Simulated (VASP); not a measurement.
# WC (F-43m) in VASP: electric field gradients with PBE

Aim: the electric field gradients of WC with PBE.

Everything below comes from runs of VASP 6.6.1. Logs are shortened: lines on timing, memory, paths and dates and some standing lists are left out, and cuts for length are marked.

## (1) The cell of the first run

It takes space group F-43m (No. 216, cubic). The conventional cell has a = 4.604 Å, b = 4.604 Å, c = 4.604 Å, α = 90.00°, β = 90.00°, γ = 90.00°. Within 2.6 Å of W (site symmetry -43m) lie 4 C at 1.99 Å. Within 2.6 Å of C (site symmetry -43m) lie 4 W at 1.99 Å.

## (2) Electric field gradients, PBE

Contents of INCAR:

```
SYSTEM = WC
ALGO = Normal
EDIFF = 1E-8
ENCUT = 520
GGA = PE
GGA_COMPAT = .False.
ISIF = 2
ISMEAR = -1
LASPH = .True.
LCHARG = .False.
LEFG = .True.
LREAL = .False.
LWAVE = .False.
NBANDS = 16
NELM = 120
PREC = Accurate
SIGMA = 0.05
```

Contents of KPOINTS:

```
k-points
0
Gamma
  10 10 10
  0 0 0
```

Contents of POSCAR:

```
WC
1.0
    0.0000000000      2.3021091000      2.3021091000
    2.3021091000      0.0000000000      2.3021091000
    2.3021091000      2.3021091000      0.0000000000
W C
1 1
Direct
    0.0000000000      0.0000000000      0.0000000000
    0.7500000000      0.7500000000      0.7500000000
```

Potentials or basis: VASP PAW PBE potentials, release 64 (W_sv, C).

Run with:

```
$ cat potpaw_PBE.64/W_sv/POTCAR potpaw_PBE.64/C/POTCAR > POTCAR
$ mpirun -np 1 vasp_std > vasp.out
```

OUTCAR:

```text
SYSTEM = WC
   EDIFF = 1E-8
   ENCUT = 520
   GGA = PE
   ISIF = 2
   ISMEAR = -1
   LASPH = .True.
   LREAL = .False.
   NELM = 120
   PREC = Accurate

 ion  position               nearest neighbor table
   1  0.000  0.000  0.000-   2 1.99   2 1.99   2 1.99   2 1.99
   2  0.750  0.750  0.750-   1 1.99   1 1.99   1 1.99   1 1.99

  LATTYP: Found a face centered cubic cell.
 ALAT       =     4.6042182000

  Lattice vectors:

 A1 = (   0.0000000000,   2.3021091000,   2.3021091000)
 A2 = (   2.3021091000,   0.0000000000,   2.3021091000)
 A3 = (   2.3021091000,   2.3021091000,   0.0000000000)

Analysis of symmetry for initial positions (statically):
=====================================================================
 Subroutine PRICEL returns:
 Original cell was already a primitive cell.

 Routine SETGRP: Setting up the symmetry group for a
 face centered cubic supercell.

 Subroutine GETGRP returns: Found 24 space group operations
 (whereof 24 operations were pure point group operations)
 out of a pool of 48 trial point group operations.

The static configuration has the point symmetry T_d .

Analysis of symmetry for dynamics (positions and initial velocities):
=====================================================================
 Subroutine PRICEL returns:
 Original cell was already a primitive cell.

 Routine SETGRP: Setting up the symmetry group for a
 face centered cubic supercell.

 Subroutine GETGRP returns: Found 24 space group operations
 (whereof 24 operations were pure point group operations)
 out of a pool of 48 trial point group operations.

The dynamic configuration has the point symmetry T_d .

 Subroutine INISYM returns: Found 24 space group operations
 (whereof 24 operations are pure point group operations),
 and found     1 'primitive' translations

----------------------------------------------------------------------------------------

                                     Primitive cell

  volume of cell :      24.4010

  direct lattice vectors                    reciprocal lattice vectors
     0.000000000  2.302109100  2.302109100    -0.217192139  0.217192139  0.217192139
     2.302109100  0.000000000  2.302109100     0.217192139 -0.217192139  0.217192139
     2.302109100  2.302109100  0.000000000     0.217192139  0.217192139 -0.217192139

  length of vectors
     3.255673911  3.255673911  3.255673911     0.376187820  0.376187820  0.376187820

  position of ions in fractional coordinates (direct lattice)
     0.000000000  0.000000000  0.000000000
     0.750000000  0.750000000  0.750000000

  ion indices of the primitive-cell ions
   primitive index   ion index
                 1           1
                 2           2

----------------------------------------------------------------------------------------

 KPOINTS: k-points

Automatic generation of k-mesh.
 Grid dimensions read from file:
 generate k-points for:   10   10   10

 Generating k-lattice:

  Cartesian coordinates                     Fractional coordinates (reciprocal lattice)
    -0.021719214  0.021719214  0.021719214     0.100000000  0.000000000  0.000000000
     0.021719214 -0.021719214  0.021719214     0.000000000  0.100000000  0.000000000
     0.021719214  0.021719214 -0.021719214     0.000000000  0.000000000  0.100000000

  Length of vectors
     0.037618782  0.037618782  0.037618782

  Shift w.r.t. Gamma in fractional coordinates (k-lattice)
     0.000000000  0.000000000  0.000000000

 Subroutine IBZKPT returns following result:
 ===========================================

 Found     47 irreducible k-points:

 Following reciprocal coordinates:
            Coordinates               Weight
  0.000000  0.000000  0.000000      1.000000
  0.100000  0.000000  0.000000      8.000000
  0.200000  0.000000  0.000000      8.000000
  0.300000  0.000000  0.000000      8.000000
  0.400000  0.000000  0.000000      8.000000
  0.500000  0.000000  0.000000      4.000000
[... 16 lines left out ...]
  0.300000  0.300000  0.000000      6.000000
  0.400000  0.300000  0.000000     24.000000
 [... further k-points ...]
   k-points           NKPTS =     47   k-points in BZ     NKDIM =     47   number of bands    NBANDS=     16
   number of dos      NEDOS =    301   number of ions     NIONS =      2
   total plane-waves  NPLWV =  13824
   dimension x,y,z NGX =    24 NGY =   24 NGZ =   24
   dimension x,y,z NGXF=    48 NGYF=   48 NGZF=   48
   ions per type =               1   1
   NGX,Y,Z   is equivalent  to a cutoff of  12.26, 12.26, 12.26 a.u.
   NGXF,Y,Z  is equivalent  to a cutoff of  24.51, 24.51, 24.51 a.u.
 SYSTEM =  WC
   PREC   = accura    normal or accurate (medium, high low for compatibility)
   ISTART =      0    job   : 0-new  1-cont  2-samecut
   ICHARG =      2    charge: 1-file 2-atom 10-const
   ISPIN  =      1    spin polarized calculation?
   LNONCOLLINEAR =      F non collinear calculations
   LSORBIT =      F    spin-orbit coupling
   LASPH  =      T    aspherical Exc in radial PAW
   ENCUT  =  520.0 eV  38.22 Ry    6.18 a.u.   6.05  6.05  6.05*2*pi/ulx,y,z
   NELM   =    120;   NELMIN=  2; NELMDL= -5     # of ELM steps
   EDIFF  = 0.1E-07   stopping-criterion for ELM
   LREAL  =      F    real-space projection
   EDIFFG = 0.1E-06   stopping-criterion for IOM
   NSW    =      0    number of steps for IOM
   IBRION =     -1    ionic relax: 0-MD 1-quasi-New 2-CG
   NFREE  =      0    steps in history (QN), initial steepest desc. (CG)
   ISIF   =      2    stress and relaxation
   ISYM   =      2    0-nonsym 1-usesym 2-fastsym
   POTIM  = 0.5000    time-step for ionic-motion
   TEBEG  =    0.0;   TEEND  =   0.0 temperature during run
   PSTRESS=    0.0 pullay stress
   NELECT =      18.0000    total number of electrons
   NUPDOWN=      -1.0000    fix difference up-down
   EMIN   =  10.00;   EMAX   =-10.00  energy-range for DOS
   EFERMI =   0.00;   METHOD = LEGACY
   ISMEAR =    -1;   SIGMA  =   0.05  broadening in eV -4-tet -1-fermi 0-gaus
   EFERMI_NEDOS =   21; number of points for ismear=-14 and -15
   IALGO  =     38    algorithm
   IMIX   =      4    mixing-type and parameters
     AMIX     =   0.40;   BMIX     =  1.00
     AMIX_MAG =   1.60;   BMIX_MAG =  1.00
  volume/ion in A,a.u.               =      12.20        82.33
  Fermi-wavevector in a.u.,A,eV,Ry     =   1.479210  2.795301 29.770385  2.188062
  Thomas-Fermi vector in A             =   2.593396
   LORBIT       =      0    0 simple, 1 ext, 2 COOP (PROOUT), +10 PAW based schemes
   GGA     = PE    functional components
   LHFCALC =     F    Hartree Fock is set to
   AEXX    =    0.0000 exact exchange contribution
   IVDW    =     0    specifies the selected vdW correction
   LEPSILON=     F    determine dielectric tensor
   LRPA    =     F    only Hartree local field effects (RPA)
 non-spin polarized calculation
  energy-cutoff  :      520.00
  volume of cell :       24.40
 maximum number of plane-waves:       678
   NGX = 13   NGY = 13   NGZ = 13

 number of electron      18.0000001 magnetization

 Free energy of the ion-electron system (eV)
  ---------------------------------------------------
  ext. energy  EPLUGINS =         0.00000000
  ---------------------------------------------------
  free energy    TOTEN  =       -21.01637471 eV

  energy without entropy =      -21.01007297  energy(sigma->0) =      -21.01322384

 E-fermi :   9.6814     XC(G=0): -12.6410

 val. band max:        9.6366133065   @ k =  -0.1000   0.1000   0.0000
 cond. band min:       9.7462809215   @ k =  -0.3000   0.3000   0.1000
 fundamental gap:      0.1096676150
 Fermi energy:         9.6813749559

 k-point     1 :       0.0000    0.0000    0.0000
  band No.  band energies     occupation
      1     -65.0297      2.00000
      2     -29.1804      2.00000
      3     -29.1804      2.00000
      4     -29.1804      2.00000
      5      -4.4973      2.00000
      6       3.6527      2.00000
[... 8 lines left out ...]
     15      24.4055      0.00000
     16      24.4055      0.00000

 k-point     2 :       0.1000    0.0000    0.0000
  band No.  band energies     occupation
      1     -65.0278      2.00000
      2     -29.2187      2.00000
      3     -29.1860      2.00000
      4     -29.1860      2.00000
      5      -4.2923      2.00000
      6       3.4943      2.00000
[... 8 lines left out ...]
     15      22.5878      0.00000
     16      24.3371      0.00000

 k-point     3 :       0.2000    0.0000    0.0000
  band No.  band energies     occupation
      1     -65.0229      2.00000
      2     -29.3176      2.00000
      3     -29.2008      2.00000
      4     -29.2008      2.00000
      5      -3.7530      2.00000
      6       3.2238      2.00000
[... 8 lines left out ...]
     15      19.8831      0.00000
     16      24.4691      0.00000

 k-point     4 :       0.3000    0.0000    0.0000
  band No.  band energies     occupation
      1     -65.0169      2.00000
      2     -29.4377      2.00000
      3     -29.2189      2.00000
      4     -29.2189      2.00000
      5      -3.1020      2.00000
      6       3.2054      2.00000
[... 8 lines left out ...]
     15      18.7074      0.00000
     16      25.3395      0.00000

 k-point     5 :       0.4000    0.0000    0.0000
  band No.  band energies     occupation
      1     -65.0121      2.00000
      2     -29.5330      2.00000
      3     -29.2334      2.00000
      4     -29.2334      2.00000
      5      -2.6231      2.00000
      6       3.5766      2.00000
[... 8 lines left out ...]
     15      20.3124      0.00000
     16      26.4799      0.00000

 k-point     6 :       0.5000    0.0000    0.0000
  band No.  band energies     occupation
      1     -65.0102      2.00000
      2     -29.5690      2.00000
      3     -29.2390      2.00000
      4     -29.2390      2.00000
      5      -2.4609      2.00000
      6       3.8760      2.00000
[... 8 lines left out ...]
     15      21.3807      0.00000
     16      26.9653      0.00000
[... 267 lines left out ...]
 k-point    21 :      -0.3000    0.2000    0.0000
  band No.  band energies     occupation
      1     -65.0102      2.00000
      2     -29.4809      2.00000
      3     -29.3287      2.00000
      4     -29.2392      2.00000
      5      -2.3343      2.00000
      6       3.5928      2.00000
[... 8 lines left out ...]
     15      20.0696      0.00000
     16      23.6578      0.00000

 k-point    22 :      -0.2000    0.2000    0.0000
  band No.  band energies     occupation
      1     -65.0148      2.00000
      2     -29.4209      2.00000
      3     -29.2914      2.00000
      4     -29.2178      2.00000
      5      -2.8325      2.00000
      6       3.1388      2.00000
[... 8 lines left out ...]
     15      19.5167      0.00000
     16      22.5965      0.00000

 k-point    23 :       0.3000    0.3000    0.0000
  band No.  band energies     occupation
      1     -65.0127      2.00000
      2     -29.4293      2.00000
      3     -29.2772      2.00000
      4     -29.2772      2.00000
      5      -2.5830      2.00000
      6       2.1910      2.00000
[... 8 lines left out ...]
     15      22.1163      0.00000
     16      23.9750      0.00000

 k-point    24 :       0.4000    0.3000    0.0000
  band No.  band energies     occupation
      1     -65.0088      2.00000
      2     -29.4820      2.00000
      3     -29.3058      2.00000
      4     -29.2941      2.00000
      5      -2.1648      2.00000
      6       2.1806      2.00000
[... 8 lines left out ...]
     15      21.9766      0.00000
     16      24.8266      0.00000

 [... further k-points ...]

------------------------ aborting loop because EDIFF is reached ----------------------------------------

  FORCE on cell =-STRESS in cart. coord.  units (eV):
  Direction    XX          YY          ZZ          XY          YZ          ZX
  --------------------------------------------------------------------------------------
  -------------------------------------------------------------------------------------
  Total        2.8861282      2.8861282      2.8861282     -0.0000000     -0.0000000      0.0000000
  in kB      189.5040537    189.5040537    189.5040537     -0.0000000     -0.0000000      0.0000000
  external PRESSURE =     189.5040537 kB  Pullay stress =       0.0000000 kB

 VOLUME and BASIS-vectors are now :
 -----------------------------------------------------------------------------
  energy-cutoff  :      520.00
  volume of cell :       24.40
      direct lattice vectors                 reciprocal lattice vectors
     0.000000000  2.302109100  2.302109100    -0.217192139  0.217192139  0.217192139
     2.302109100  0.000000000  2.302109100     0.217192139 -0.217192139  0.217192139
     2.302109100  2.302109100  0.000000000     0.217192139  0.217192139 -0.217192139

 POSITION                                       TOTAL-FORCE (eV/Angst)
 -----------------------------------------------------------------------------------
      0.00000      0.00000      0.00000        -0.000000      0.000000      0.000000
      3.45316      3.45316      3.45316         0.000000     -0.000000     -0.000000
 -----------------------------------------------------------------------------------
    total drift:                                0.000001      0.000001      0.000000

  FREE ENERGIE OF THE ION-ELECTRON SYSTEM (eV)
  ---------------------------------------------------
  free  energy   TOTEN  =       -21.0163747078 eV

  energy  without entropy=      -21.0100729735  energy(sigma->0) =      -21.01322384

 Electric field gradients (V/A^2)
---------------------------------------------------------------------
 ion       V_xx      V_yy      V_zz      V_xy      V_xz      V_yz
---------------------------------------------------------------------
   1       0.000     0.000     0.000    -0.000    -0.000    -0.000
   2      -0.000     0.000    -0.000     0.000     0.000     0.000
---------------------------------------------------------------------

 Electric field gradients after diagonalization (V/A^2)
 (convention: |V_zz| > |V_xx| > |V_yy|)
----------------------------------------------------------------------
 ion       V_xx      V_yy      V_zz     asymmetry (V_yy - V_xx)/ V_zz
----------------------------------------------------------------------
   1       0.000     0.000    -0.001       0.000
   2      -0.000    -0.000     0.001       0.000
----------------------------------------------------------------------

           NMR quadrupolar parameters

 Cq : quadrupolar parameter    Cq=e*Q*V_zz/h
 eta: asymmetry parameters     (V_yy - V_xx)/ V_zz
 Q  : nuclear electric quadrupole moment in mb (millibarn)
----------------------------------------------------------------------
 ion       Cq(MHz)       eta       Q (mb)
----------------------------------------------------------------------
   1      -0.000       0.000       1.000
   2       0.000       0.000       1.000
----------------------------------------------------------------------
```

Wall time 6.6 s (1 thread of Intel Xeon 6975P-C (Granite Rapids), shared host); peak memory 0.15 GiB.

What came out:

| Quantity | Value |
| --- | --- |
| Free energy | -21.0164 eV |
| Pressure | 19.0 GPa |
| Band gap on the k mesh | zero (bands 9 and 10 overlap by 1.26 eV) |
| Largest electric field gradient by atom | under 0.05 V/Å² on every atom |

Caveat: the cell stands under pressure; spin-orbit coupling is left out, which moves the levels of the heavy elements.

The gap in the log of VASP goes by the Fermi energy; the results here count the filled bands.